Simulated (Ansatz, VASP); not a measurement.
One calculation of Os, two programs

Contents of INCAR:

```
SYSTEM = Os
PREC = Accurate
ENCUT = 560
EDIFF = 1E-6
ISMEAR = 0
SIGMA = 0.15
LREAL = .False.
LASPH = .True.
NELM = 120
ALGO = Normal
ISIF = 2
LWAVE = .False.
LCHARG = .True.
GGA = CA
LELF = .True.
LVHAR = .True.
NBANDS = 23
GGA_COMPAT = .False.
```

File KPOINTS:

```
Automatic mesh
0
Gamma
  21 21 12
  0 0 0
```

POSCAR

```
Os
1.0
    2.7340999755      0.0000000000      0.0000000000
   -1.3670499878      2.3678000353      0.0000000000
    0.0000000000      0.0000000000      4.1469120000
Os
2
Direct
    0.3333333333      0.6666666667      0.2500000000
    0.6666666667      0.3333333333      0.7500000000
```

Input for Ansatz:

```yaml
crystal:
  lattice:
    - [2.7340999755, 0.0, 0.0]
    - [-1.3670499878, 2.3678000353, 0.0]
    - [0.0, 0.0, 4.146912]
  atoms:
    - { symbol: Os, position: [0.3333333333, 0.6666666667, 0.25] }
    - { symbol: Os, position: [0.6666666667, 0.3333333333, 0.75] }
basis:
  ecutwfc: 420
kpoints:
  mp_grid: { grid: [21, 21, 12] }
hamiltonian:
  xc: lda
scf:
  occupations: { method: gaussian, width: 0.15 }
output:
  forces: true
  stress: true
  eigenvalues: true
```

Change from the starting cell: strain +0.000 along x and y, -0.040 along z, atoms carried along.

Alike in both runs: task single point; functional LDA; k mesh 21 × 21 × 12; occupations gaussian, width 0.15 eV; no spin polarisation.

|  | VASP | Ansatz |
| --- | --- | --- |
| version | VASP 6.6.1 | Ansatz 0.2.0 |
| potentials or method | VASP PAW LDA potentials, release 64 (Os_sv_GW), cutoff 560 eV | scalar-relativistic, plane waves, PAW |
| valence electrons in the cell | 32 | 32 |

Ansatz gave:

- gap on the k mesh at the Fermi level (eV): none
- pressure (GPa): 11.4
- traceless stress, the component that is largest in VASP (GPa): 17.85

Question: Which values does VASP return?

Answer: gap on the k mesh at the Fermi level (eV): none; pressure (GPa): 12.0; traceless stress, the component that is largest in VASP (GPa): 18.12.

LDA's correlation is that of Perdew and Zunger in VASP and of Perdew and Wang (1992) in Ansatz. A gap of «none» marks a metal or a gap that the smearing closes.

Neither program's run includes spin-orbit coupling.
